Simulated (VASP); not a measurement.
# Zn (C2/m) in VASP: notebook, part 2 of 3

VASP 6.6.1. Earlier steps stand in the parts before.

### Step 3. Single point, r2SCAN

Contents of POSCAR:

```
Zn
1.0
    2.2681701736     -1.3084870100      0.0000000000
    2.2681701736      1.3084870100      0.0000000000
   -1.5917165425      0.0000000000      7.3004081919
Zn
3
Direct
    0.7780178600      0.7780178600      0.3345049800
    0.2219821400      0.2219821400      0.6654950200
    0.0000000000      0.0000000000      0.0000000000
```

Contents of INCAR.step1:

```
SYSTEM = Zn
ALGO     = Normal         ! electronic algorithm
EDIFF    = 1E-4           ! SCF threshold, eV
ENCUT    = 520            ! plane-wave cutoff, eV
GGA      = PE             ! functional
ISMEAR   = -1             ! smearing method
LASPH    = .True.         ! aspherical terms in the spheres
LCHARG   = .False.        ! write CHGCAR
LREAL    = .False.        ! projectors in reciprocal space
LWAVE    = .True.         ! write WAVECAR
NBANDS   = 25             ! bands
NELM     = 100            ! most SCF steps
PREC     = Accurate       ! precision mode
SIGMA    = 0.05           ! smearing width, eV
```

Contents of INCAR.step2:

```
SYSTEM = Zn
ALGO     = Normal         ! electronic algorithm
EDIFF    = 1E-6           ! SCF threshold, eV
ENCUT    = 520            ! plane-wave cutoff, eV
ISIF     = 2              ! what is computed and relaxed
ISMEAR   = -1             ! smearing method
ISTART   = 1            
LASPH    = .True.         ! aspherical terms in the spheres
LCHARG   = .False.        ! write CHGCAR
LMIXTAU  = .True.       
LREAL    = .False.        ! projectors in reciprocal space
LWAVE    = .False.        ! write WAVECAR
METAGGA  = R2SCAN         ! meta-GGA
NBANDS   = 25             ! bands
NELM     = 100            ! most SCF steps
PREC     = Accurate       ! precision mode
SIGMA    = 0.05           ! smearing width, eV
```

Contents of KPOINTS:

```
k-points
0
Gamma
  7 7 2
  0 0 0
```

Potentials or basis: VASP PAW PBE potentials, release 64 (Zn).

The run is started by

```sh
> cat potpaw_PBE.64/Zn/POTCAR > POTCAR
> cp INCAR.step1 INCAR
> mpirun -np 1 vasp_std > vasp.out
> cp INCAR.step2 INCAR
> mpirun -np 1 vasp_std > vasp.out
```

OUTCAR:

```text
SYSTEM = Zn
   EDIFF = 1E-6
   ENCUT = 520
   ISIF = 2
   ISMEAR = -1
   ISTART = 1
   LASPH = .True.
   LREAL = .False.
   METAGGA = R2SCAN
   NELM = 100
   PREC = Accurate

 ion  position               nearest neighbor table
   1  0.778  0.778  0.335-   2 2.84   2 2.86   2 2.86   3 2.86   3 2.86   3 2.89
   2  0.222  0.222  0.665-   1 2.84   1 2.86   1 2.86   3 2.86   3 2.86   3 2.89
   3  0.000  0.000  0.000-   1 2.86   1 2.86   2 2.86   2 2.86   1 2.89   2 2.89

  LATTYP: Found a base centered monoclinic cell.
 ALAT       =     4.5363403472
 B/A-ratio  =     0.5768910222
 C/A-ratio  =     1.6471240986
 COS(beta)  =    -0.2130265715

  Lattice vectors:

 A1 = (   2.2681701736,  -1.3084870100,   0.0000000000)
 A2 = (   2.2681701736,   1.3084870100,   0.0000000000)
 A3 = (  -1.5917165425,   0.0000000000,   7.3004081919)

Analysis of symmetry for initial positions (statically):
=====================================================================
 Subroutine PRICEL returns:
 Original cell was already a primitive cell.

 Routine SETGRP: Setting up the symmetry group for a
 base centered monoclinic supercell.

 Subroutine GETGRP returns: Found  4 space group operations
 (whereof  4 operations were pure point group operations)
 out of a pool of  4 trial point group operations.

The static configuration has the point symmetry C_2h.

Analysis of symmetry for dynamics (positions and initial velocities):
=====================================================================
 Subroutine PRICEL returns:
 Original cell was already a primitive cell.

 Routine SETGRP: Setting up the symmetry group for a
 base centered monoclinic supercell.

 Subroutine GETGRP returns: Found  4 space group operations
 (whereof  4 operations were pure point group operations)
 out of a pool of  4 trial point group operations.

The dynamic configuration has the point symmetry C_2h.

 Subroutine INISYM returns: Found  4 space group operations
 (whereof  4 operations are pure point group operations),
 and found     1 'primitive' translations

[... 108 lines left out ...]
   NUPDOWN=      -1.0000    fix difference up-down
   EMIN   =  10.00;   EMAX   =-10.00  energy-range for DOS
   EFERMI =   0.00;   METHOD = LEGACY
   ISMEAR =    -1;   SIGMA  =   0.05  broadening in eV -4-tet -1-fermi 0-gaus
   EFERMI_NEDOS =   21; number of points for ismear=-14 and -15
   IALGO  =     38    algorithm
   IMIX   =      4    mixing-type and parameters
     AMIX     =   0.40;   BMIX     =  1.00
     AMIX_MAG =   1.60;   BMIX_MAG =  1.00
  volume/ion in A,a.u.               =      14.44        97.48
  Fermi-wavevector in a.u.,A,eV,Ry     =   1.538987  2.908264 32.225138  2.368481
  Thomas-Fermi vector in A             =   2.645278
   LORBIT       =      0    0 simple, 1 ext, 2 COOP (PROOUT), +10 PAW based schemes
   METAGGA = R2SCAN    functional components
   LHFCALC =     F    Hartree Fock is set to
   AEXX    =    0.0000 exact exchange contribution
   IVDW    =     0    specifies the selected vdW correction
   LEPSILON=     F    determine dielectric tensor
   LRPA    =     F    only Hartree local field effects (RPA)
 non-spin polarized calculation
  energy-cutoff  :      520.00
  volume of cell :       43.33
 maximum number of plane-waves:      1184
   NGX =  9   NGY =  9   NGZ = 27

 number of electron      36.0000002 magnetization

 Free energy of the ion-electron system (eV)
  ---------------------------------------------------
  ext. energy  EPLUGINS =         0.00000000
  ---------------------------------------------------
  free energy    TOTEN  =       -26.80197775 eV

  energy without entropy =      -26.79374270  energy(sigma->0) =      -26.79786023

 E-fermi :   3.3298     XC(G=0): -12.9492

 val. band max:        3.3242759592   @ k =  -0.2857   0.1429   0.5000
 cond. band min:       3.4059088640   @ k =  -0.2857   0.2857   0.0000
 fundamental gap:      0.0816329048
 Fermi energy:         3.3298347307

 k-point     1 :       0.0000    0.0000    0.0000
  band No.  band energies     occupation
      1      -7.9467      2.00000
      2      -6.0547      2.00000
      3      -6.0440      2.00000
      4      -5.0455      2.00000
      5      -4.7882      2.00000
      6      -4.7872      2.00000
[... 661 lines left out ...]
     24      11.0572      0.00000
     25      12.9820      0.00000

 [... further k-points ...]
[... 5 lines left out ...]
  --------------------------------------------------------------------------------------
  -------------------------------------------------------------------------------------
  Total       -0.0104819     -0.5066197      0.1933848      0.0000000      0.0000000      0.5366384
  in kB       -0.3875520    -18.7314110      7.1500759      0.0000000      0.0000000     19.8413024
  external PRESSURE =      -3.9896290 kB  Pullay stress =       0.0000000 kB

 VOLUME and BASIS-vectors are now :
 -----------------------------------------------------------------------------
  energy-cutoff  :      520.00
  volume of cell :       43.33
      direct lattice vectors                 reciprocal lattice vectors
     2.268170174 -1.308487010  0.000000000     0.220442013 -0.382120721  0.048063230
     2.268170174  1.308487010  0.000000000     0.220442013  0.382120721  0.048063230
    -1.591716542  0.000000000  7.300408192     0.000000000  0.000000000  0.136978642

 POSITION                                       TOTAL-FORCE (eV/Angst)
 -----------------------------------------------------------------------------------
      2.99692      0.00000      2.44202        -0.013463      0.000000      0.006918
     -0.05229      0.00000      4.85839         0.013463      0.000000     -0.006918
      0.00000      0.00000      0.00000         0.000000      0.000000      0.000000
 -----------------------------------------------------------------------------------
    total drift:                                0.000000     -0.000000      0.000000

  FREE ENERGIE OF THE ION-ELECTRON SYSTEM (eV)
  ---------------------------------------------------
  free  energy   TOTEN  =       -26.8019777548 eV

  energy  without entropy=      -26.7937427017  energy(sigma->0) =      -26.79786023
```

OSZICAR.step1:

```text
N       E                     dE             d eps       ncg     rms          rms(c)
DAV:   1     0.197100288081E+03    0.19710E+03   -0.18190E+04  1648   0.234E+03
DAV:   2     0.687142116287E+01   -0.19023E+03   -0.18327E+03  1608   0.363E+02
DAV:   3    -0.365405578851E+01   -0.10525E+02   -0.10456E+02  1786   0.970E+01
DAV:   4    -0.374798139135E+01   -0.93926E-01   -0.93882E-01  1782   0.964E+00
DAV:   5    -0.374811604931E+01   -0.13466E-03   -0.13465E-03  1892   0.318E-01    0.544E+00
DAV:   6    -0.341306072104E+01    0.33506E+00   -0.14906E+00  1854   0.226E+01    0.398E+00
DAV:   7    -0.339743282983E+01    0.15628E-01   -0.50856E-02  1921   0.348E+00    0.206E+00
DAV:   8    -0.338970596906E+01    0.77269E-02   -0.31044E-03  2066   0.116E+00    0.736E-02
DAV:   9    -0.338968267814E+01    0.23291E-04   -0.45330E-04  1759   0.604E-01
   1 F= -.33896827E+01 E0= -.33854630E+01  d E =-.843941E-02
```

It took 70 s on 1 thread of Intel Xeon Platinum 8488C (Sapphire Rapids), shared host; peak memory 0.17 GiB.

What came out:

* Free energy: -26.8020 eV
* Pressure: -0.4 GPa
* Largest force: 0.015 eV/Å
* Band gap on the k mesh: zero (band 18 reaches 4.94 eV, above the bottom of band 19 at 0.25 eV)

Forces on the atoms (eV/Å):
```
Zn  -0.013  0.000  0.007
Zn   0.013  0.000 -0.007
Zn   0.000  0.000  0.000
```

Stress tensor (GPa, compression positive):
```
-0.04  0.00  1.98
 0.00 -1.87  0.00
 1.98  0.00  0.72
```

Levels at points of the mesh, in eV from the Fermi level:
| k point | band 15 | band 16 | band 17 | band 18 | band 19 | band 20 | band 21 | band 22 |
| --- | --- | --- | --- | --- | --- | --- | --- | --- |
| (0.00, 0.00, 0.00) | -7.51 | -7.50 | -7.28 | -7.25 | 1.79 | 1.85 | 14.85 | 18.47 |
| (0.00, 0.00, 0.50) | -7.61 | -7.46 | -7.45 | -4.06 | -3.08 | 8.44 | 8.53 | 19.27 |

Caveat: the k points lie up to 0.43 Å⁻¹ apart; the PAW data sets were made with another functional, which shifts forces and pressure a little.

[end of part 2 of 3]
